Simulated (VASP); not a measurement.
# MgBeTe3 (P4/mmm) in VASP: notebook, part 2 of 2

VASP 6.6.1. The steps go on from the part before.

## (4) Single point, PBE

This run uses another cell than the first one, of 23.90 Å³/atom, 0.994 times its volume.

The input, INCAR:

```
PREC = Accurate ; ENCUT = 520
EDIFF = 1E-6 ; ISMEAR = 0
SIGMA = 0.1 ; LREAL = False
LASPH = True ; NELM = 100
ALGO = Normal ; ISIF = 2
LWAVE = False ; LCHARG = False
GGA = PE ; NBANDS = 19
```

The input, KPOINTS:

```
Automatic mesh
0
Gamma
  10 10 6
```

The input, POSCAR:

```
MgBeTe3
1.0
    3.7638308906      0.0000000000      0.0000000000
    0.0000000000      3.7638308906      0.0000000000
    0.0000000000      0.0000000000      8.4355562137
Mg Be Te
1 1 3
Direct
    0.0000000000      0.0000000000      0.0000000000
    0.5000000000      0.5000000000      0.5000000000
    0.5000000000      0.5000000000      0.8082510392
    0.5000000000      0.5000000000      0.1917489608
    0.0000000000      0.0000000000      0.5000000000
```

Potentials or basis: VASP PAW PBE potentials, release 64 (Mg, Be, Te).

Started as:

```
> cat potpaw_PBE.64/Mg/POTCAR potpaw_PBE.64/Be/POTCAR potpaw_PBE.64/Te/POTCAR > POTCAR
> mpirun -np 1 vasp_std > vasp.out
```

OUTCAR:

```text
PREC = Accurate
   ENCUT = 520
   EDIFF = 1E-6
   ISMEAR = 0
   LREAL = False
   LASPH = True
   NELM = 100
   ISIF = 2
   GGA = PE

 ion  position               nearest neighbor table
   1  0.000  0.000  0.000-   3 3.11   4 3.11   3 3.11   4 3.11   3 3.11   4 3.11   3 3.11   4 3.11

   2  0.500  0.500  0.500-   3 2.60   4 2.60   5 2.66   5 2.66   5 2.66   5 2.66
   3  0.500  0.500  0.808-   2 2.60   1 3.11   1 3.11   1 3.11   1 3.11   4 3.24
   4  0.500  0.500  0.192-   2 2.60   1 3.11   1 3.11   1 3.11   1 3.11   3 3.24
   5  0.000  0.000  0.500-   2 2.66   2 2.66   2 2.66   2 2.66

  LATTYP: Found a simple tetragonal cell.
 ALAT       =     3.7638308906
 C/A-ratio  =     2.2412155219

  Lattice vectors:

 A1 = (   3.7638308906,   0.0000000000,   0.0000000000)
 A2 = (   0.0000000000,   3.7638308906,   0.0000000000)
 A3 = (   0.0000000000,   0.0000000000,   8.4355562137)

Analysis of symmetry for initial positions (statically):
=====================================================================
 Subroutine PRICEL returns:
 Original cell was already a primitive cell.

 Routine SETGRP: Setting up the symmetry group for a
 simple tetragonal supercell.

 Subroutine GETGRP returns: Found 16 space group operations
 (whereof 16 operations were pure point group operations)
 out of a pool of 16 trial point group operations.

The static configuration has the point symmetry D_4h.

Analysis of symmetry for dynamics (positions and initial velocities):
=====================================================================
 Subroutine PRICEL returns:
 Original cell was already a primitive cell.

 Routine SETGRP: Setting up the symmetry group for a
 simple tetragonal supercell.

 Subroutine GETGRP returns: Found 16 space group operations
 (whereof 16 operations were pure point group operations)
 out of a pool of 16 trial point group operations.

The dynamic configuration has the point symmetry D_4h.

 Subroutine INISYM returns: Found 16 space group operations
 (whereof 16 operations are pure point group operations),
 and found     1 'primitive' translations

----------------------------------------------------------------------------------------

                                     Primitive cell

  volume of cell :     119.5017

  direct lattice vectors                    reciprocal lattice vectors
     3.763830891  0.000000000  0.000000000     0.265686751  0.000000000  0.000000000
     0.000000000  3.763830891  0.000000000     0.000000000  0.265686751  0.000000000
     0.000000000  0.000000000  8.435556214     0.000000000  0.000000000  0.118545828

  length of vectors
     3.763830891  3.763830891  8.435556214     0.265686751  0.265686751  0.118545828

  position of ions in fractional coordinates (direct lattice)
     0.000000000  0.000000000  0.000000000
     0.500000000  0.500000000  0.500000000
     0.500000000  0.500000000  0.808251039
     0.500000000  0.500000000  0.191748961
     0.000000000  0.000000000  0.500000000

  ion indices of the primitive-cell ions
   primitive index   ion index
                 1           1
[... 27 lines left out ...]
 ===========================================

 Found     84 irreducible k-points:

 Following reciprocal coordinates:
            Coordinates               Weight
  0.000000  0.000000  0.000000      1.000000
  0.100000  0.000000  0.000000      4.000000
  0.200000  0.000000  0.000000      4.000000
  0.300000  0.000000  0.000000      4.000000
  0.400000  0.000000  0.000000      4.000000
  0.500000  0.000000  0.000000      2.000000
[... 16 lines left out ...]
  0.100000  0.000000  0.166667      8.000000
  0.200000  0.000000  0.166667      8.000000
 [... further k-points ...]
   k-points           NKPTS =     84   k-points in BZ     NKDIM =     84   number of bands    NBANDS=     19
   number of dos      NEDOS =    301   number of ions     NIONS =      5
   total plane-waves  NPLWV =  50176
   dimension x,y,z NGX =    28 NGY =   28 NGZ =   64
   dimension x,y,z NGXF=    56 NGYF=   56 NGZF=  128
   ions per type =               1   1   3
   NGX,Y,Z   is equivalent  to a cutoff of  12.37, 12.37, 12.61 a.u.
   NGXF,Y,Z  is equivalent  to a cutoff of  24.73, 24.73, 25.23 a.u.
 SYSTEM =  unknown system
   PREC   = accura    normal or accurate (medium, high low for compatibility)
   ISTART =      0    job   : 0-new  1-cont  2-samecut
   ICHARG =      2    charge: 1-file 2-atom 10-const
   ISPIN  =      1    spin polarized calculation?
   LNONCOLLINEAR =      F non collinear calculations
   LSORBIT =      F    spin-orbit coupling
   LASPH  =      T    aspherical Exc in radial PAW
   ENCUT  =  520.0 eV  38.22 Ry    6.18 a.u.   7.00  7.00 15.68*2*pi/ulx,y,z
   NELM   =    100;   NELMIN=  2; NELMDL= -5     # of ELM steps
   EDIFF  = 0.1E-05   stopping-criterion for ELM
   LREAL  =      F    real-space projection
   EDIFFG = 0.1E-04   stopping-criterion for IOM
   NSW    =      0    number of steps for IOM
   IBRION =     -1    ionic relax: 0-MD 1-quasi-New 2-CG
   NFREE  =      0    steps in history (QN), initial steepest desc. (CG)
   ISIF   =      2    stress and relaxation
   ISYM   =      2    0-nonsym 1-usesym 2-fastsym
   POTIM  = 0.5000    time-step for ionic-motion
   TEBEG  =    0.0;   TEEND  =   0.0 temperature during run
   PSTRESS=    0.0 pullay stress
   NELECT =      22.0000    total number of electrons
   NUPDOWN=      -1.0000    fix difference up-down
   EMIN   =  10.00;   EMAX   =-10.00  energy-range for DOS
   EFERMI =   0.00;   METHOD = LEGACY
   ISMEAR =     0;   SIGMA  =   0.10  broadening in eV -4-tet -1-fermi 0-gaus
   EFERMI_NEDOS =   21; number of points for ismear=-14 and -15
   IALGO  =     38    algorithm
   IMIX   =      4    mixing-type and parameters
     AMIX     =   0.40;   BMIX     =  1.00
     AMIX_MAG =   1.60;   BMIX_MAG =  1.00
  volume/ion in A,a.u.               =      23.90       161.29
  Fermi-wavevector in a.u.,A,eV,Ry     =   0.931303  1.759908 11.800681  0.867326
  Thomas-Fermi vector in A             =   2.057782
   LORBIT       =      0    0 simple, 1 ext, 2 COOP (PROOUT), +10 PAW based schemes
   GGA     = PE    functional components
   LHFCALC =     F    Hartree Fock is set to
   AEXX    =    0.0000 exact exchange contribution
   IVDW    =     0    specifies the selected vdW correction
   LEPSILON=     F    determine dielectric tensor
   LRPA    =     F    only Hartree local field effects (RPA)
 non-spin polarized calculation
 Gauss-broadening in eV      SIGMA  =   0.10
  energy-cutoff  :      520.00
  volume of cell :      119.50
 maximum number of plane-waves:      3272
 NGX is ok and might be reduce to    28
   NGX = 13   NGY = 13   NGZ = 31

 number of electron      22.0000003 magnetization

 Free energy of the ion-electron system (eV)
  ---------------------------------------------------
  ext. energy  EPLUGINS =         0.00000000
  ---------------------------------------------------
  free energy    TOTEN  =       -15.16700017 eV

  energy without entropy =      -15.15435080  energy(sigma->0) =      -15.16067549

 E-fermi :   6.3917     XC(G=0):  -9.6257

 val. band max:        6.3606843790   @ k =   0.3000   0.3000   0.3333
 cond. band min:       6.3963677542   @ k =   0.4000   0.2000   0.0000
 fundamental gap:      0.0356833752
 Fermi energy:         6.3916639201

 k-point     1 :       0.0000    0.0000    0.0000
  band No.  band energies     occupation
      1      -6.5435      2.00000
      2      -4.9853      2.00000
      3      -4.8971      2.00000
      4       1.8880      2.00000
      5       2.8333      2.00000
      6       4.2353      2.00000
[... 505 lines left out ...]
      6       3.5112      2.00000
[... 11 lines left out ...]
     18      12.0862      0.00000
     19      12.6241      0.00000

 [... further k-points ...]

------------------------ aborting loop because EDIFF is reached ----------------------------------------

  FORCE on cell =-STRESS in cart. coord.  units (eV):
  Direction    XX          YY          ZZ          XY          YZ          ZX
  --------------------------------------------------------------------------------------
  -------------------------------------------------------------------------------------
  Total       -0.0310495     -0.0310495     -0.0139643      0.0000000     -0.0000000      0.0000000
  in kB       -0.4162857     -0.4162857     -0.1872211      0.0000000     -0.0000000      0.0000000
  external PRESSURE =      -0.3399308 kB  Pullay stress =       0.0000000 kB

 VOLUME and BASIS-vectors are now :
 -----------------------------------------------------------------------------
  energy-cutoff  :      520.00
  volume of cell :      119.50
      direct lattice vectors                 reciprocal lattice vectors
     3.763830891  0.000000000  0.000000000     0.265686751  0.000000000  0.000000000
     0.000000000  3.763830891  0.000000000     0.000000000  0.265686751  0.000000000
     0.000000000  0.000000000  8.435556214     0.000000000  0.000000000  0.118545828

 POSITION                                       TOTAL-FORCE (eV/Angst)
 -----------------------------------------------------------------------------------
      0.00000      0.00000      0.00000         0.000000     -0.000000      0.000000
      1.88192      1.88192      4.21778         0.000000     -0.000000      0.000000
      1.88192      1.88192      6.81805         0.000000      0.000000      0.011285
      1.88192      1.88192      1.61751         0.000000      0.000000     -0.011285
      0.00000      0.00000      4.21778         0.000000     -0.000000      0.000000
 -----------------------------------------------------------------------------------
    total drift:                               -0.000000      0.000000     -0.000000

  FREE ENERGIE OF THE ION-ELECTRON SYSTEM (eV)
  ---------------------------------------------------
  free  energy   TOTEN  =       -15.1670001721 eV

  energy  without entropy=      -15.1543508038  energy(sigma->0) =      -15.16067549
```

OSZICAR:

```text
N       E                     dE             d eps       ncg     rms          rms(c)
DAV:   1     0.800216748586E+02    0.80022E+02   -0.82100E+03  3192   0.933E+02
DAV:   2    -0.933758138316E+01   -0.89359E+02   -0.86531E+02  4142   0.142E+02
DAV:   3    -0.152961978359E+02   -0.59586E+01   -0.59008E+01  3968   0.398E+01
DAV:   4    -0.153993934080E+02   -0.10320E+00   -0.10313E+00  4176   0.595E+00
DAV:   5    -0.154016925534E+02   -0.22991E-02   -0.22990E-02  4078   0.897E-01    0.875E+00
DAV:   6    -0.152107667700E+02    0.19093E+00   -0.29368E-01  3704   0.252E+00    0.532E+00
DAV:   7    -0.151688398291E+02    0.41927E-01   -0.15810E-01  3676   0.172E+00    0.129E+00
DAV:   8    -0.151680983519E+02    0.74148E-03   -0.10241E-02  4038   0.539E-01    0.187E-01
DAV:   9    -0.151670280501E+02    0.10703E-02   -0.37188E-03  3659   0.266E-01    0.108E-01
DAV:  10    -0.151670104461E+02    0.17604E-04   -0.29437E-04  4089   0.881E-02    0.770E-02
DAV:  11    -0.151670028476E+02    0.75985E-05   -0.28971E-05  3729   0.273E-02    0.362E-02
DAV:  12    -0.151670001145E+02    0.27331E-05   -0.11039E-05  3701   0.168E-02    0.534E-03
DAV:  13    -0.151670001721E+02   -0.57581E-07   -0.13941E-06  2174   0.591E-03
   1 F= -.15167000E+02 E0= -.15160675E+02  d E =-.126494E-01
```

stdout:

```text
POSCAR found type information on POSCAR MgBeTe
 POSCAR found :  3 types and       5 ions
 scaLAPACK will be used
 LDA part: xc-table for (Slater+PW92), standard interpolation
 POSCAR, INCAR and KPOINTS ok, starting setup
 FFT: planning ... GRIDC
 FFT: planning ... GRID_SOFT
 FFT: planning ... GRID
 WAVECAR not read
 entering main loop
```

It took 1.9 min on 1 thread of Intel Xeon Platinum 8259CL at 2.50GHz (Skylake/Cascade Lake), shared host; peak memory 0.35 GiB.

What came out:

```
Free energy            : -15.1670 eV
Pressure               : 0.0 GPa
Largest force          : 0.011 eV/Å
Band gap on the k mesh : zero (band 11 reaches 7.03 eV, above the bottom of band 12 at 4.68 eV)
```

Forces in eV/Å, atoms in the order of the input:
```
Mg   0.000  0.000  0.000
Be   0.000  0.000  0.000
Te   0.000  0.000  0.011
Te   0.000  0.000 -0.011
Te   0.000  0.000  0.000
```

Levels at points of the mesh, in eV from the Fermi level:
```tsv
k point	band 8	band 9	band 10	band 11	band 12	band 13	band 14	band 15
(0.00, 0.00, 0.00)	-0.38	-0.38	-0.04	-0.04	0.40	1.32	1.82	3.34
(0.50, 0.00, 0.00)	-1.78	-0.43	-0.40	0.08	0.69	2.03	2.89	3.62
(0.50, 0.50, 0.00)	-3.51	-3.03	-3.03	-1.44	-1.06	-0.32	1.20	3.45
(0.00, 0.00, 0.50)	-1.06	-1.06	-0.87	0.64	0.64	2.44	2.83	3.64
(0.50, 0.00, 0.50)	-1.65	-0.26	0.08	0.34	0.64	3.09	3.26	3.53
(0.50, 0.50, 0.50)	-3.63	-2.56	-2.17	-2.17	-1.71	0.54	2.21	2.60
```

Caveat: spin-orbit coupling is left out, which moves the levels of the heavy elements.

## (5) Relaxation of cell and atoms, PBE

This run uses another cell than the first one, of 25.02 Å³/atom, 1.040 times its volume.

The input, INCAR:

```
SYSTEM = MgBeTe3
PREC = Accurate
ENCUT = 600
EDIFF = 1E-7
ISMEAR = 0
SIGMA = 0.1
LREAL = .False.
LASPH = .True.
NELM = 100
ALGO = Normal
ISIF = 3
LWAVE = .False.
LCHARG = .False.
GGA = PE
IBRION = 2
NSW = 90
EDIFFG = -0.04
```

The input, KPOINTS:

```
Automatic mesh
0
Gamma
  4 4 4
  0 0 0
```

The input, POSCAR:

```
MgBeTe3
1.0
    4.1047691000      0.0000000000      0.0000000000
    0.0000000000      4.1047691000      0.0000000000
    0.0000000000      0.0000000000      7.4248544500
Mg Be Te
1 1 3
Direct
    0.0000000000      0.0000000000      0.0000000000
    0.5000000000      0.5000000000      0.5000000000
    0.5000000000      0.5000000000      0.7675185900
    0.5000000000      0.5000000000      0.2324814100
    0.0000000000      0.0000000000      0.5000000000
```

Started as:

```
> cat potpaw_PBE.64/Mg/POTCAR potpaw_PBE.64/Be/POTCAR potpaw_PBE.64/Te/POTCAR > POTCAR
> mpirun -np 1 vasp_std > vasp.out
```

Run time: 5.4 min. Hardware: 1 thread of Intel Xeon Platinum 8259CL at 2.50GHz (Skylake/Cascade Lake), shared host; peak memory 0.31 GiB.

It converged, with:

- Free energy: -15.1716 eV
- Relaxed volume: 24.00 Å³/atom
- Relaxed cell: a = 3.739 Å, b = 3.739 Å, c = 8.581 Å, α = 90.00°, β = 90.00°, γ = 90.00°
- Space group after relaxing (to 0.05 Å): P4/mmm (No. 123)
- Energy gained by relaxing: 455.0 meV/atom
- Ionic steps: 12
- Pressure after relaxing: 0.1 GPa
- Largest force after relaxing: 0.009 eV/Å
- Band gap on the k mesh: zero (band 11 reaches 6.96 eV, above the bottom of band 12 at 4.69 eV)

Forces in eV/Å, atoms in the order of the input:
```
Mg   0.000  0.000  0.000
Be   0.000  0.000  0.000
Te   0.000  0.000  0.009
Te   0.000  0.000 -0.009
Te   0.000  0.000  0.000
```

Stress tensor (GPa, compression positive):
```
-0.02  0.00  0.00
 0.00 -0.02  0.00
 0.00  0.00  0.19
```

Step by step:
```tsv
step	energy change (eV)	largest force (eV/Å)	pressure (GPa)	volume (Å³)
1	0.0000	5.6808	7.40	125.10
2	-1.6224	0.1637	-6.68	145.17
3	-1.7782	0.4034	-4.44	137.49
4	-2.1063	0.4236	-1.62	125.34
5	-2.1840	0.4332	1.22	117.93
6	-2.2482	0.2925	1.02	117.78
7	-2.2552	0.2434	1.05	117.68
8	-2.2686	0.1785	-0.32	120.68
9	-2.2686	0.1795	-0.30	120.62
10	-2.2727	0.1072	-0.16	120.36
11	-2.2741	0.0238	-0.02	120.11
12	-2.2751	0.0086	0.05	119.98
```

Final structure:
```
CELL_PARAMETERS angstrom
3.73936 0.00000 0.00000
0.00000 3.73936 0.00000
0.00000 0.00000 8.58056
ATOMIC_POSITIONS crystal
Mg 0.00000 0.00000 0.00000
Be 0.50000 0.50000 0.50000
Te 0.50000 0.50000 0.81027
Te 0.50000 0.50000 0.18973
Te 0.00000 0.00000 0.50000
```

Levels at points of the mesh, in eV from the Fermi level:
| k point | band 8 | band 9 | band 10 | band 11 | band 12 | band 13 | band 14 | band 15 |
| --- | --- | --- | --- | --- | --- | --- | --- | --- |
| (0.00, 0.00, 0.00) | -0.48 | -0.48 | -0.05 | -0.05 | 0.41 | 1.22 | 1.87 | 3.34 |
| (0.50, 0.00, 0.00) | -1.86 | -0.68 | -0.38 | 0.01 | 0.70 | 1.95 | 2.78 | 3.48 |
| (0.50, 0.50, 0.00) | -3.69 | -3.12 | -3.12 | -1.51 | -1.08 | -0.34 | 0.87 | 3.23 |
| (0.00, 0.00, 0.50) | -1.04 | -1.04 | -1.02 | 0.52 | 0.52 | 2.41 | 2.55 | 3.64 |
| (0.50, 0.00, 0.50) | -1.82 | -0.23 | 0.01 | 0.39 | 0.48 | 3.08 | 3.11 | 3.38 |
| (0.50, 0.50, 0.50) | -3.58 | -2.60 | -2.39 | -2.39 | -1.75 | 0.42 | 2.11 | 2.51 |

Caveat: the k points lie up to 0.42 Å⁻¹ apart in the final cell; spin-orbit coupling is left out, which moves the levels of the heavy elements.

## (6) The runs side by side

| task | cell | k mesh | cutoff (eV) | gap on the mesh (eV) | pressure (GPa) | largest force (eV/Å) |
| --- | --- | --- | --- | --- | --- | --- |
| single point | a = 3.746, b = 3.746, c = 8.571 Å, 5 atoms | 4 × 4 × 4 | 520 | none | -0.1 | 0.02 |
| single point | a = 4.105, b = 4.105, c = 7.425 Å, 5 atoms | 4 × 4 × 4 | 520 | none | 7.4 | 5.68 |
| single point | a = 3.764, b = 3.764, c = 8.436 Å, 5 atoms | 10 × 10 × 6 | 520 | none | 0.0 | 0.01 |
| relaxation of cell and atoms | relaxed from a = 4.105, b = 4.105, c = 7.425 Å, 5 atoms | 4 × 4 × 4 | 600 | none | 0.1 | 0.01 |

Alike in all rows: level PBE; potentials or basis VASP PAW PBE potentials, release 64 (Mg, Be, Te); no spin polarisation; smearing gaussian 0.1 eV.

Caveats: some runs use coarse meshes; spin-orbit coupling is left out, which moves the levels of the heavy elements; forces of over 1 eV/Å act on the atoms, so gaps and moduli don't describe the material at rest (some runs).

Absolute energies hang on the potentials; compare differences alone.
